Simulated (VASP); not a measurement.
# HfN (I-4m2) in VASP: a series of runs, part 3 of 3

VASP 6.6.1. The steps go on from the part before.

### 5 Single point, r2SCAN (strain +0.080 along x and y, -0.080 along z)

Contents of POSCAR:

```
HfN
1.0
    0.0000000000      2.6512077600      2.2584362400
    2.6512077600      0.0000000000      2.2584362400
    2.6512077600      2.6512077600      0.0000000000
Hf N
1 1
Direct
    0.0000000000      0.0000000000      0.0000000000
    0.7500000000      0.7500000000      0.7500000000
```

Contents of INCAR.step1:

```
PREC = Accurate
ENCUT = 520
ISMEAR = 0
SIGMA = 0.15
LREAL = False
LASPH = True
NELM = 60
NBANDS = 14
GGA = PE
ALGO = Normal
EDIFF = 1E-4
LWAVE = True
LCHARG = False
```

Contents of INCAR.step2:

```
PREC = Accurate
ENCUT = 520
EDIFF = 1E-7
ISMEAR = 0
SIGMA = 0.15
LREAL = False
LASPH = True
NELM = 60
ALGO = Normal
ISIF = 2
LWAVE = False
LCHARG = False
METAGGA = R2SCAN
LMIXTAU = True
NBANDS = 14
ISTART = 1
```

Contents of KPOINTS:

```
regular mesh
0
Gamma
  16 16 16
```

Potentials or basis: VASP PAW PBE potentials, release 64 (Hf_pv, N).

The run is started by

```bash
cat potpaw_PBE.64/Hf_pv/POTCAR potpaw_PBE.64/N/POTCAR > POTCAR
cp INCAR.step1 INCAR
mpirun -np 1 vasp_std > vasp.out
cp INCAR.step2 INCAR
mpirun -np 1 vasp_std > vasp.out
```

OUTCAR:

```text
PREC = Accurate
   ENCUT = 520
   EDIFF = 1E-7
   ISMEAR = 0
   LREAL = False
   LASPH = True
   NELM = 60
   ISIF = 2
   METAGGA = R2SCAN
   ISTART = 1

 ion  position               nearest neighbor table
   1  0.000  0.000  0.000-   2 2.19   2 2.19   2 2.19   2 2.19
   2  0.750  0.750  0.750-   1 2.19   1 2.19   1 2.19   1 2.19

  LATTYP: Found a body centered tetragonal cell.
 ALAT       =     3.7493739709
 C/A-ratio  =     1.2047004420

  Lattice vectors:

 A1 = (   0.0000000000,  -2.6512077600,  -2.2584362400)
 A2 = (   0.0000000000,   2.6512077600,  -2.2584362400)
 A3 = (   2.6512077600,   0.0000000000,   2.2584362400)

Analysis of symmetry for initial positions (statically):
=====================================================================
 Subroutine PRICEL returns:
 Original cell was already a primitive cell.

 Routine SETGRP: Setting up the symmetry group for a
 body centered tetragonal supercell.

 Subroutine GETGRP returns: Found  8 space group operations
 (whereof  8 operations were pure point group operations)
 out of a pool of 16 trial point group operations.

The static configuration has the point symmetry D_2d.

Analysis of symmetry for dynamics (positions and initial velocities):
=====================================================================
 Subroutine PRICEL returns:
 Original cell was already a primitive cell.

 Routine SETGRP: Setting up the symmetry group for a
 body centered tetragonal supercell.

 Subroutine GETGRP returns: Found  8 space group operations
 (whereof  8 operations were pure point group operations)
 out of a pool of 16 trial point group operations.

The dynamic configuration has the point symmetry D_2d.

 Subroutine INISYM returns: Found  8 space group operations
 (whereof  8 operations are pure point group operations),
 and found     1 'primitive' translations

----------------------------------------------------------------------------------------

                                     Primitive cell

  volume of cell :      31.7487

  direct lattice vectors                    reciprocal lattice vectors
     0.000000000  2.651207760  2.258436240    -0.188593292  0.188593292  0.221392126
     2.651207760  0.000000000  2.258436240     0.188593292 -0.188593292  0.221392126
     2.651207760  2.651207760  0.000000000     0.188593292  0.188593292 -0.221392126

  length of vectors
     3.482734104  3.482734104  3.749373971     0.346625638  0.346625638  0.346625638

  position of ions in fractional coordinates (direct lattice)
     0.000000000  0.000000000  0.000000000
     0.750000000  0.750000000  0.750000000

  ion indices of the primitive-cell ions
   primitive index   ion index
                 1           1
                 2           2

----------------------------------------------------------------------------------------

 KPOINTS: regular mesh

Automatic generation of k-mesh.
 Grid dimensions read from file:
 generate k-points for:   16   16   16

 Generating k-lattice:

  Cartesian coordinates                     Fractional coordinates (reciprocal lattice)
    -0.011787081  0.011787081  0.013837008     0.062500000  0.000000000  0.000000000
     0.011787081 -0.011787081  0.013837008     0.000000000  0.062500000  0.000000000
     0.011787081  0.011787081 -0.013837008     0.000000000  0.000000000  0.062500000
[... 41 lines left out ...]
   total plane-waves  NPLWV =  21952
   dimension x,y,z NGX =    28 NGY =   28 NGZ =   28
   dimension x,y,z NGXF=    56 NGYF=   56 NGZF=   56
   ions per type =               1   1
   NGX,Y,Z   is equivalent  to a cutoff of  13.37, 13.37, 12.42 a.u.
   NGXF,Y,Z  is equivalent  to a cutoff of  26.73, 26.73, 24.83 a.u.
 SYSTEM =  unknown system
   PREC   = accura    normal or accurate (medium, high low for compatibility)
   ISTART =      1    job   : 0-new  1-cont  2-samecut
   ICHARG =      0    charge: 1-file 2-atom 10-const
   ISPIN  =      1    spin polarized calculation?
   LNONCOLLINEAR =      F non collinear calculations
   LSORBIT =      F    spin-orbit coupling
   LASPH  =      T    aspherical Exc in radial PAW
   ENCUT  =  520.0 eV  38.22 Ry    6.18 a.u.   6.48  6.48  6.97*2*pi/ulx,y,z
   NELM   =     60;   NELMIN=  2; NELMDL=  0     # of ELM steps
   EDIFF  = 0.1E-06   stopping-criterion for ELM
   LREAL  =      F    real-space projection
   EDIFFG = 0.1E-05   stopping-criterion for IOM
   NSW    =      0    number of steps for IOM
   IBRION =     -1    ionic relax: 0-MD 1-quasi-New 2-CG
   NFREE  =      0    steps in history (QN), initial steepest desc. (CG)
   ISIF   =      2    stress and relaxation
   ISYM   =      2    0-nonsym 1-usesym 2-fastsym
   POTIM  = 0.5000    time-step for ionic-motion
   TEBEG  =    0.0;   TEEND  =   0.0 temperature during run
   PSTRESS=    0.0 pullay stress
   NELECT =      15.0000    total number of electrons
   NUPDOWN=      -1.0000    fix difference up-down
   EMIN   =  10.00;   EMAX   =-10.00  energy-range for DOS
   EFERMI =   0.00;   METHOD = LEGACY
   ISMEAR =     0;   SIGMA  =   0.15  broadening in eV -4-tet -1-fermi 0-gaus
   EFERMI_NEDOS =   21; number of points for ismear=-14 and -15
   IALGO  =     38    algorithm
   IMIX   =      4    mixing-type and parameters
     AMIX     =   0.40;   BMIX     =  1.00
     AMIX_MAG =   1.60;   BMIX_MAG =  1.00
  volume/ion in A,a.u.               =      15.87       107.13
  Fermi-wavevector in a.u.,A,eV,Ry     =   1.275059  2.409511 22.120003  1.625774
  Thomas-Fermi vector in A             =   2.407792
   LORBIT       =      0    0 simple, 1 ext, 2 COOP (PROOUT), +10 PAW based schemes
   METAGGA = R2SCAN    functional components
   LHFCALC =     F    Hartree Fock is set to
   AEXX    =    0.0000 exact exchange contribution
   IVDW    =     0    specifies the selected vdW correction
   LEPSILON=     F    determine dielectric tensor
   LRPA    =     F    only Hartree local field effects (RPA)
 non-spin polarized calculation
 Gauss-broadening in eV      SIGMA  =   0.15
  energy-cutoff  :      520.00
  volume of cell :       31.75
 maximum number of plane-waves:       873
 NGX is ok and might be reduce to    28
   NGX = 13   NGY = 13   NGZ = 13

 number of electron      14.9999997 magnetization

 Free energy of the ion-electron system (eV)
  ---------------------------------------------------
  ext. energy  EPLUGINS =         0.00000000
  ---------------------------------------------------
  free energy    TOTEN  =       -57.34305312 eV

  energy without entropy =      -57.33582316  energy(sigma->0) =      -57.33943814

 E-fermi :   5.3789     XC(G=0): -11.5962

 val. band max:        5.3767748207   @ k =  -0.3750   0.0000   0.2500
 cond. band min:       5.3836925356   @ k =  -0.2500   0.1250   0.3125
 fundamental gap:      0.0069177149
 Fermi energy:         5.3788948257

 k-point     1 :       0.0000    0.0000    0.0000
  band No.  band energies     occupation
      1     -27.4367      2.00000
      2     -27.3621      2.00000
      3     -27.3621      2.00000
      4     -11.5613      2.00000
      5      -0.1512      2.00000
      6      -0.1512      2.00000
      7       0.2274      2.00000
      8       4.3818      2.00000
      9       6.6160      0.00000
     10       8.2718      0.00000
     11      10.7810      0.00000
     12      10.7810      0.00000
     13      12.7962      0.00000
     14      16.0623      0.00000
[... 377 lines left out ...]
      1     -27.4474      2.00000
      2     -27.3888      2.00000
      3     -27.3677      2.00000
      4     -11.4614      2.00000
      5      -0.3524      2.00000
      6      -0.1103      2.00000
      7       0.3218      2.00000
      8       4.8685      2.00000
      9       6.4494      0.00000
     10       8.0189      0.00000
     11      10.6538      0.00000
     12      11.0667      0.00000
     13      12.7053      0.00000
     14      16.0622      0.00000

 [... further k-points ...]

------------------------ aborting loop because EDIFF is reached ----------------------------------------

  FORCE on cell =-STRESS in cart. coord.  units (eV):
  Direction    XX          YY          ZZ          XY          YZ          ZX
  --------------------------------------------------------------------------------------
  -------------------------------------------------------------------------------------
  Total       -4.6733444     -4.6733444     -0.5565521      0.0000000      0.0000000     -0.0000000
  in kB     -235.8375852   -235.8375852    -28.0860729      0.0000000      0.0000000     -0.0000000
  external PRESSURE =    -166.5870811 kB  Pullay stress =       0.0000000 kB

 VOLUME and BASIS-vectors are now :
 -----------------------------------------------------------------------------
  energy-cutoff  :      520.00
  volume of cell :       31.75
      direct lattice vectors                 reciprocal lattice vectors
     0.000000000  2.651207760  2.258436240    -0.188593292  0.188593292  0.221392126
     2.651207760  0.000000000  2.258436240     0.188593292 -0.188593292  0.221392126
     2.651207760  2.651207760  0.000000000     0.188593292  0.188593292 -0.221392126

 POSITION                                       TOTAL-FORCE (eV/Angst)
 -----------------------------------------------------------------------------------
      0.00000      0.00000      0.00000         0.000000      0.000000      0.000000
      3.97681      3.97681      3.38765        -0.000000     -0.000000      0.000000
 -----------------------------------------------------------------------------------
    total drift:                               -0.000001     -0.000001     -0.000000

  FREE ENERGIE OF THE ION-ELECTRON SYSTEM (eV)
  ---------------------------------------------------
  free  energy   TOTEN  =       -57.3430531214 eV

  energy  without entropy=      -57.3358231590  energy(sigma->0) =      -57.33943814
```

OUTCAR.step1:

```text
PREC = Accurate
   ENCUT = 520
   ISMEAR = 0
   LREAL = False
   LASPH = True
[... 631 lines left out ...]
      0.00000      0.00000      0.00000        -0.000000     -0.000000      0.000000
      3.97681      3.97681      3.38765         0.000000      0.000000     -0.000000
 -----------------------------------------------------------------------------------
    total drift:                               -0.000000     -0.000000     -0.000000

  FREE ENERGIE OF THE ION-ELECTRON SYSTEM (eV)
  ---------------------------------------------------
  free  energy   TOTEN  =       -20.9215111119 eV

  energy  without entropy=      -20.9130457652  energy(sigma->0) =      -20.91727844
```

OSZICAR.step1:

```text
N       E                     dE             d eps       ncg     rms          rms(c)
DAV:   1     0.418091731445E+02    0.41809E+02   -0.76509E+03  9780   0.966E+02
DAV:   2    -0.219754245626E+02   -0.63785E+02   -0.59499E+02 13272   0.228E+02
DAV:   3    -0.246140197665E+02   -0.26386E+01   -0.26271E+01 11460   0.386E+01
DAV:   4    -0.246301491033E+02   -0.16129E-01   -0.16127E-01 11518   0.360E+00
DAV:   5    -0.246303235017E+02   -0.17440E-03   -0.17440E-03 11730   0.332E-01    0.456E+01
DAV:   6    -0.211335801205E+02    0.34967E+01   -0.14059E+01 10960   0.247E+01    0.349E+01
DAV:   7    -0.209486731145E+02    0.18491E+00   -0.78888E-01 10294   0.773E+00    0.242E+01
DAV:   8    -0.209369680597E+02    0.11705E-01   -0.20711E-01 11806   0.387E+00    0.849E+00
DAV:   9    -0.209214542551E+02    0.15514E-01   -0.38850E-02 10894   0.151E+00    0.162E+00
DAV:  10    -0.209215168082E+02   -0.62553E-04   -0.15576E-03 11932   0.349E-01    0.695E-02
DAV:  11    -0.209215111119E+02    0.56963E-05   -0.72570E-05  6650   0.793E-02
   1 F= -.20921511E+02 E0= -.20917278E+02  d E =-.846535E-02
```

Run time: 6.8 min. Hardware: 1 thread of Intel Xeon Platinum 8488C (Sapphire Rapids), shared host; peak memory 0.3 GiB.

What came out:

* Free energy: -57.3431 eV
* Pressure: -16.7 GPa
* Band gap on the k mesh: zero (an odd number of electrons rules out a gap without spin polarisation)

Stress tensor (GPa, compression positive):
```
-23.58   0.00   0.00
  0.00 -23.58   0.00
  0.00   0.00  -2.81
```

Caveat: the cell differs from its parent crystal (strain +0.080 along x and y, -0.080 along z); the stress differs along the axes, from -24 to -3 GPa; the PAW data sets were made with another functional, which shifts forces and pressure a little; spin-orbit coupling is left out, which moves the levels of the heavy elements.

### 6 Summary

| cell | gap on the mesh (eV) | pressure (GPa) |
| --- | --- | --- |
| a = 3.336, b = 3.336, c = 3.194 Å, angles 61.4, 61.4, 57.2°, 2 atoms | none | 41.7 |
| a = 3.483, b = 3.483, c = 3.194 Å, angles 62.7, 62.7, 54.6°, 2 atoms | none | 15.6 |
| a = 3.336, b = 3.336, c = 3.472 Å, angles 58.6, 58.6, 62.7°, 2 atoms | none | 15.2 |
| a = 3.483, b = 3.483, c = 3.749 Å, angles 57.4, 57.4, 65.1°, 2 atoms | none | -16.7 |

Alike in all rows: task single point; level r2SCAN; potentials or basis VASP PAW PBE potentials, release 64 (Hf_pv, N); no spin polarisation; k mesh 16 × 16 × 16; cutoff (eV) 520; smearing gaussian 0.15 eV.

Caveats: the PAW data sets were made with another functional, which shifts forces and pressure a little; spin-orbit coupling is left out, which moves the levels of the heavy elements; the stress differs along the axes, from 32 to 47 GPa (at least some runs); the stress differs along the axes, from -4 to 26 GPa (at least some runs); the stress differs along the axes, from 11 to 23 GPa (at least some runs); the stress differs along the axes, from -24 to -3 GPa (at least some runs).

Total energies depend on the potentials used, so only differences within one code and one set of settings carry meaning.

The gap in the log of VASP goes by the Fermi energy; the results here count the filled bands.